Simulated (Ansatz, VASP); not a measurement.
# Two plane-wave programs on AlNi

File INCAR:

```
PREC = Accurate
ENCUT = 520
EDIFF = 1E-7
ISMEAR = 0
SIGMA = 0.15
LREAL = False
LASPH = True
NELM = 100
ALGO = Fast
ISIF = 2
LWAVE = False
LCHARG = False
GGA = PE
NBANDS = 14
```

KPOINTS

```
Automatic mesh
0
Gamma
  16 16 16
```

POSCAR

```
AlNi
1.0
    2.0426321522     -2.0425983492      0.0000000000
    2.0426321522      2.0425983492      0.0000000000
    0.0000000000      0.0000000000      2.9004437222
Al Ni
1 1
Direct
    0.0000000000      0.0000000000     -0.0137909933
    0.5000000000      0.5000000000      0.5063397625
```

Input for Ansatz:

```yaml
crystal:
  lattice:
    - [2.0426321522, -2.0425983492, 0.0]
    - [2.0426321522, 2.0425983492, 0.0]
    - [0.0, 0.0, 2.9004437222]
  atoms:
    - { symbol: Al, position: [0.0, 0.0, -0.0137909933] }
    - { symbol: Ni, position: [0.5, 0.5, 0.5063397625] }
basis:
  ecutwfc: 520.0
kpoints:
  mp_grid: { grid: [16, 16, 16] }
hamiltonian:
  xc: pbe
  pseudopotentials: { kind: paw, azcp: { folder: soft_1 } }
scf:
  occupations: { method: gaussian, width: 0.15 }
output:
  forces: true
  stress: true
  eigenvalues: true
```

Change from the starting cell: mode 4 frozen in at +0.000 Å and mode 6 at -0.040 Å (largest displacements).

Alike in both runs: task single point; functional PBE; k mesh 16 × 16 × 16; occupations gaussian, width 0.15 eV; no spin polarisation.

```csv
,VASP,Ansatz
version,VASP 6.6.1,Ansatz 0.2.0
potentials or method,"VASP PAW PBE potentials, release 64 (Al, Ni), cutoff 520 eV","scalar-relativistic, plane waves, PAW"
valence electrons in the cell,13,21
```

VASP gave:

```
gap on the k mesh at the Fermi level (eV)                     : none
pressure (GPa)                                                : 0.4
traceless stress, the component that is largest in VASP (GPa) : -0.32
rms of the force components (eV/Å)                            : 0.193
```

Estimate Ansatz's values.

gap on the k mesh at the Fermi level (eV): none; pressure (GPa): 0.2; traceless stress, the component that is largest in VASP (GPa): -0.31; rms of the force components (eV/Å): 0.191.

Atom by atom the forces differ by 0.001 eV/Å (rms over components). A gap of «none» marks a metal or a gap that the smearing closes. With one functional, cell and mesh, what is left measures potentials, basis and numerics. VASP's potentials hold 13 valence electrons a cell and Ansatz's 21, so a difference there can come from the potentials and not from the codes. Ansatz's warnings: near symmetry operations not taken.
